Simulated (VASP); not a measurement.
# BaTiO3 (Pm-3m) in VASP: single point with r2SCAN

Aim: the single point of BaTiO3 with r2SCAN.

Program: VASP 6.6.1. These are calculated values, not measurements. Logs are shortened: lines on timing, memory, paths and dates and some standing lists are left out, and cuts for length are marked.

**1. The cell of the first run**

Symmetry: Pm-3m, No. 221, cubic system. Conventional cell: a = 4.072 Å, b = 4.072 Å, c = 4.072 Å, α = 90.00°, β = 90.00°, γ = 90.00°. Ba (site symmetry m-3m) has 12 O at 2.88 Å and 8 Ti at 3.53 Å within 3.8 Å. Within 2.7 Å of Ti (site symmetry m-3m) lie 6 O at 2.04 Å. Within 2.7 Å of O (site symmetry 4/mmm) lie 2 Ti at 2.04 Å.

**2. Single point, r2SCAN (13.51 Å³/atom)**

File POSCAR:

```
BaTiO3
1.0
    4.0724314496      0.0000000000      0.0000000000
    0.0000000000      4.0724314496      0.0000000000
    0.0000000000      0.0000000000      4.0724314496
Ba Ti O
1 1 3
Direct
    0.5000000000      0.5000000000      0.5000000000
    0.0000000000      0.0000000000      0.0000000000
    0.5000000000      0.0000000000      0.0000000000
    0.0000000000      0.5000000000      0.0000000000
    0.0000000000      0.0000000000      0.5000000000
```

File INCAR.step1:

```
SYSTEM = BaTiO3
PREC = Accurate
ENCUT = 910
ISMEAR = 0
SIGMA = 0.01
LREAL = .False.
LASPH = .True.
NELM = 120
NBANDS = 28
GGA = PE
ALGO = Normal
EDIFF = 1E-5
LWAVE = .True.
LCHARG = .False.
GGA_COMPAT = .False.
```

File INCAR.step2:

```
SYSTEM = BaTiO3
PREC = Accurate
ENCUT = 910
EDIFF = 1E-6
ISMEAR = 0
SIGMA = 0.01
LREAL = .False.
LASPH = .True.
NELM = 120
ALGO = Normal
ISIF = 2
LWAVE = .False.
LCHARG = .False.
METAGGA = R2SCAN
LMIXTAU = .True.
NBANDS = 28
ISTART = 1
GGA_COMPAT = .False.
```

File KPOINTS:

```
regular mesh
0
Gamma
  6 6 6
  0 0 0
```

Potentials or basis: VASP PAW PBE potentials, release 64 (Ba_sv, Ti_sv, O_h).

Started as:

```sh
$ cat potpaw_PBE.64/Ba_sv/POTCAR potpaw_PBE.64/Ti_sv/POTCAR potpaw_PBE.64/O_h/POTCAR > POTCAR
$ cp INCAR.step1 INCAR
$ mpirun -np 1 vasp_std > vasp.out
$ cp INCAR.step2 INCAR
$ mpirun -np 1 vasp_std > vasp.out
```

OUTCAR:

```text
SYSTEM = BaTiO3
   PREC = Accurate
   ENCUT = 910
   EDIFF = 1E-6
   ISMEAR = 0
   LREAL = .False.
   LASPH = .True.
   NELM = 120
   ISIF = 2
   METAGGA = R2SCAN
   ISTART = 1

 ion  position               nearest neighbor table
   1  0.500  0.500  0.500-   3 2.88   4 2.88   5 2.88   3 2.88   4 2.88   3 2.88   5 2.88   3 2.88
                             4 2.88   5 2.88   4 2.88   5 2.88   2 3.53   2 3.53   2 3.53   2 3.53
   2  0.000  0.000  0.000-   3 2.04   4 2.04   5 2.04   5 2.04   4 2.04   3 2.04   1 3.53   1 3.53
                             1 3.53   1 3.53   1 3.53   1 3.53   1 3.53   1 3.53
   3  0.500  0.000  0.000-   2 2.04   2 2.04   1 2.88   1 2.88   1 2.88   1 2.88
   4  0.000  0.500  0.000-   2 2.04   2 2.04   1 2.88   1 2.88   1 2.88   1 2.88
   5  0.000  0.000  0.500-   2 2.04   2 2.04   1 2.88   1 2.88   1 2.88   1 2.88

  LATTYP: Found a simple cubic cell.
 ALAT       =     4.0724314496

  Lattice vectors:

 A1 = (   4.0724314496,   0.0000000000,   0.0000000000)
 A2 = (   0.0000000000,   4.0724314496,   0.0000000000)
 A3 = (   0.0000000000,   0.0000000000,   4.0724314496)

Analysis of symmetry for initial positions (statically):
=====================================================================
 Subroutine PRICEL returns:
 Original cell was already a primitive cell.

 Routine SETGRP: Setting up the symmetry group for a
 simple cubic supercell.

 Subroutine GETGRP returns: Found 48 space group operations
 (whereof 48 operations were pure point group operations)
 out of a pool of 48 trial point group operations.

The static configuration has the point symmetry O_h .

Analysis of symmetry for dynamics (positions and initial velocities):
=====================================================================
 Subroutine PRICEL returns:
 Original cell was already a primitive cell.

 Routine SETGRP: Setting up the symmetry group for a
 simple cubic supercell.

 Subroutine GETGRP returns: Found 48 space group operations
 (whereof 48 operations were pure point group operations)
 out of a pool of 48 trial point group operations.

The dynamic configuration has the point symmetry O_h .

 Subroutine INISYM returns: Found 48 space group operations
 (whereof 48 operations are pure point group operations),
 and found     1 'primitive' translations

----------------------------------------------------------------------------------------

                                     Primitive cell

  volume of cell :      67.5400

  direct lattice vectors                    reciprocal lattice vectors
     4.072431450  0.000000000  0.000000000     0.245553550  0.000000000  0.000000000
     0.000000000  4.072431450  0.000000000     0.000000000  0.245553550  0.000000000
     0.000000000  0.000000000  4.072431450     0.000000000  0.000000000  0.245553550

  length of vectors
     4.072431450  4.072431450  4.072431450     0.245553550  0.245553550  0.245553550

  position of ions in fractional coordinates (direct lattice)
     0.500000000  0.500000000  0.500000000
     0.000000000  0.000000000  0.000000000
     0.500000000  0.000000000  0.000000000
     0.000000000  0.500000000  0.000000000
     0.000000000  0.000000000  0.500000000

  ion indices of the primitive-cell ions
   primitive index   ion index
                 1           1
                 2           2
                 3           3
                 4           4
                 5           5

----------------------------------------------------------------------------------------

 KPOINTS: regular mesh

Automatic generation of k-mesh.
 Grid dimensions read from file:
 generate k-points for:    6    6    6

 Generating k-lattice:

  Cartesian coordinates                     Fractional coordinates (reciprocal lattice)
     0.040925592  0.000000000  0.000000000     0.166666667  0.000000000  0.000000000
     0.000000000  0.040925592  0.000000000     0.000000000  0.166666667  0.000000000
     0.000000000  0.000000000  0.040925592     0.000000000  0.000000000  0.166666667

  Length of vectors
     0.040925592  0.040925592  0.040925592

  Shift w.r.t. Gamma in fractional coordinates (k-lattice)
     0.000000000  0.000000000  0.000000000

 Subroutine IBZKPT returns following result:
 ===========================================

 Found     20 irreducible k-points:

 Following reciprocal coordinates:
            Coordinates               Weight
  0.000000  0.000000  0.000000      1.000000
  0.166667  0.000000  0.000000      6.000000
  0.333333  0.000000  0.000000      6.000000
  0.500000  0.000000  0.000000      3.000000
  0.166667  0.166667  0.000000     12.000000
  0.333333  0.166667  0.000000     24.000000
[... 12 lines left out ...]
  0.500000  0.500000  0.333333      6.000000
  0.500000  0.500000  0.500000      1.000000
   k-points           NKPTS =     20   k-points in BZ     NKDIM =     20   number of bands    NBANDS=     28
   number of dos      NEDOS =    301   number of ions     NIONS =      5
   total plane-waves  NPLWV =  64000
   dimension x,y,z NGX =    40 NGY =   40 NGZ =   40
   dimension x,y,z NGXF=    80 NGYF=   80 NGZF=   80
   ions per type =               1   1   3
   NGX,Y,Z   is equivalent  to a cutoff of  16.33, 16.33, 16.33 a.u.
   NGXF,Y,Z  is equivalent  to a cutoff of  32.66, 32.66, 32.66 a.u.
 SYSTEM =  BaTiO3
   PREC   = accura    normal or accurate (medium, high low for compatibility)
   ISTART =      1    job   : 0-new  1-cont  2-samecut
   ICHARG =      0    charge: 1-file 2-atom 10-const
   ISPIN  =      1    spin polarized calculation?
   LNONCOLLINEAR =      F non collinear calculations
   LSORBIT =      F    spin-orbit coupling
   LASPH  =      T    aspherical Exc in radial PAW
   ENCUT  =  910.0 eV  66.88 Ry    8.18 a.u.  10.02 10.02 10.02*2*pi/ulx,y,z
   NELM   =    120;   NELMIN=  2; NELMDL=  0     # of ELM steps
   EDIFF  = 0.1E-05   stopping-criterion for ELM
   LREAL  =      F    real-space projection
   EDIFFG = 0.1E-04   stopping-criterion for IOM
   NSW    =      0    number of steps for IOM
   IBRION =     -1    ionic relax: 0-MD 1-quasi-New 2-CG
   NFREE  =      0    steps in history (QN), initial steepest desc. (CG)
   ISIF   =      2    stress and relaxation
   ISYM   =      2    0-nonsym 1-usesym 2-fastsym
   POTIM  = 0.5000    time-step for ionic-motion
   TEBEG  =    0.0;   TEEND  =   0.0 temperature during run
   PSTRESS=    0.0 pullay stress
   NELECT =      40.0000    total number of electrons
   NUPDOWN=      -1.0000    fix difference up-down
   EMIN   =  10.00;   EMAX   =-10.00  energy-range for DOS
   EFERMI =   0.00;   METHOD = LEGACY
   ISMEAR =     0;   SIGMA  =   0.01  broadening in eV -4-tet -1-fermi 0-gaus
   EFERMI_NEDOS =   21; number of points for ismear=-14 and -15
   IALGO  =     38    algorithm
   IMIX   =      4    mixing-type and parameters
     AMIX     =   0.40;   BMIX     =  1.00
     AMIX_MAG =   1.60;   BMIX_MAG =  1.00
  volume/ion in A,a.u.               =      13.51        91.16
  Fermi-wavevector in a.u.,A,eV,Ry     =   1.374805  2.598004 25.716212  1.890088
  Thomas-Fermi vector in A             =   2.500198
   LORBIT       =      0    0 simple, 1 ext, 2 COOP (PROOUT), +10 PAW based schemes
   METAGGA = R2SCAN    functional components
   LHFCALC =     F    Hartree Fock is set to
   AEXX    =    0.0000 exact exchange contribution
   IVDW    =     0    specifies the selected vdW correction
   LEPSILON=     F    determine dielectric tensor
   LRPA    =     F    only Hartree local field effects (RPA)
 non-spin polarized calculation
 Gauss-broadening in eV      SIGMA  =   0.01
  energy-cutoff  :      910.00
  volume of cell :       67.54
 maximum number of plane-waves:      4248
   NGX = 21   NGY = 21   NGZ = 21

 number of electron      40.0000002 magnetization

 Free energy of the ion-electron system (eV)
  ---------------------------------------------------
  ext. energy  EPLUGINS =         0.00000000
  ---------------------------------------------------
  free energy    TOTEN  =       -74.19242830 eV

  energy without entropy =      -74.19242830  energy(sigma->0) =      -74.19242830

 E-fermi :   3.5361     XC(G=0): -11.6297

 val. band max:        3.4756262117   @ k =   0.5000   0.5000   0.5000
 cond. band min:       5.4916709777   @ k =   0.0000   0.0000   0.0000
 fundamental gap:      2.0160447660
 Fermi energy:         3.5360519593

 k-point     1 :       0.0000    0.0000    0.0000
  band No.  band energies     occupation
      1     -55.6421      2.00000
      2     -30.7715      2.00000
      3     -30.7715      2.00000
      4     -30.7715      2.00000
      5     -22.1219      2.00000
      6     -14.2641      2.00000
[... 20 lines left out ...]
     27       9.0156      0.00000
     28      11.2001      0.00000

 k-point     2 :       0.1667    0.0000    0.0000
  band No.  band energies     occupation
      1     -55.6419      2.00000
      2     -30.7826      2.00000
      3     -30.7711      2.00000
      4     -30.7711      2.00000
      5     -22.0981      2.00000
      6     -14.2692      2.00000
[... 20 lines left out ...]
     27       9.5277      0.00000
     28      11.8387      0.00000

 k-point     3 :       0.3333    0.0000    0.0000
  band No.  band energies     occupation
      1     -55.6415      2.00000
      2     -30.8046      2.00000
      3     -30.7704      2.00000
      4     -30.7704      2.00000
      5     -22.0498      2.00000
      6     -14.3468      2.00000
[... 20 lines left out ...]
     27      10.7144      0.00000
     28      12.2083      0.00000

 k-point     4 :       0.5000    0.0000    0.0000
  band No.  band energies     occupation
      1     -55.6413      2.00000
      2     -30.8155      2.00000
      3     -30.7700      2.00000
      4     -30.7700      2.00000
      5     -22.0252      2.00000
      6     -14.4060      2.00000
[... 454 lines left out ...]
     27      11.5369      0.00000
     28      11.5738      0.00000

 k-point    19 :       0.5000    0.5000    0.3333
  band No.  band energies     occupation
      1     -55.6399      2.00000
      2     -30.8118      2.00000
      3     -30.8118      2.00000
      4     -30.8008      2.00000
      5     -21.9211      2.00000
      6     -13.5660      2.00000
[... 20 lines left out ...]
     27      11.2691      0.00000
     28      11.2691      0.00000

 k-point    20 :       0.5000    0.5000    0.5000
  band No.  band energies     occupation
      1     -55.6397      2.00000
      2     -30.8114      2.00000
      3     -30.8114      2.00000
      4     -30.8114      2.00000
      5     -21.9076      2.00000
      6     -13.4416      2.00000
[... 20 lines left out ...]
     27      11.0031      0.00000
     28      11.0032      0.00000

------------------------ aborting loop because EDIFF is reached ----------------------------------------

  FORCE on cell =-STRESS in cart. coord.  units (eV):
  Direction    XX          YY          ZZ          XY          YZ          ZX
  --------------------------------------------------------------------------------------
  -------------------------------------------------------------------------------------
  Total       -3.3007591     -3.3007591     -3.3007591      0.0000000      0.0000000     -0.0000000
  in kB      -78.3002337    -78.3002337    -78.3002337      0.0000000      0.0000000     -0.0000000
  external PRESSURE =     -78.3002337 kB  Pullay stress =       0.0000000 kB

 VOLUME and BASIS-vectors are now :
 -----------------------------------------------------------------------------
  energy-cutoff  :      910.00
  volume of cell :       67.54
      direct lattice vectors                 reciprocal lattice vectors
     4.072431450  0.000000000  0.000000000     0.245553550  0.000000000  0.000000000
     0.000000000  4.072431450  0.000000000     0.000000000  0.245553550  0.000000000
     0.000000000  0.000000000  4.072431450     0.000000000  0.000000000  0.245553550

 POSITION                                       TOTAL-FORCE (eV/Angst)
 -----------------------------------------------------------------------------------
      2.03622      2.03622      2.03622         0.000000      0.000000      0.000000
      0.00000      0.00000      0.00000         0.000000      0.000000      0.000000
      2.03622      0.00000      0.00000         0.000000      0.000000      0.000000
      0.00000      2.03622      0.00000         0.000000      0.000000      0.000000
      0.00000      0.00000      2.03622         0.000000      0.000000      0.000000
 -----------------------------------------------------------------------------------
    total drift:                               -0.000000      0.000000     -0.000000

  FREE ENERGIE OF THE ION-ELECTRON SYSTEM (eV)
  ---------------------------------------------------
  free  energy   TOTEN  =       -74.1924282958 eV

  energy  without entropy=      -74.1924282958  energy(sigma->0) =      -74.19242830
```

Wall time 4.4 min (1 thread of AMD EPYC 7R13 (Zen 3), shared host); peak memory 0.28 GiB.

Results:

| Item | Value |
| --- | --- |
| Free energy | -74.1924 eV |
| Pressure | -7.8 GPa |
| Band gap on the k mesh | 2.02 eV (least direct gap 2.21 eV) |

Caveat: the cutoff is under 1.25 times the usual one of these potentials, so pressure, stress and relaxed cells hold a basis-set (Pulay) error; the cell stands under tension; the PAW data sets were made with another functional, which shifts forces and pressure a little; spin-orbit coupling is left out, which moves the levels of the heavy elements. r2SCAN opens gaps a little over a GGA but as a rule still falls short of measured ones.
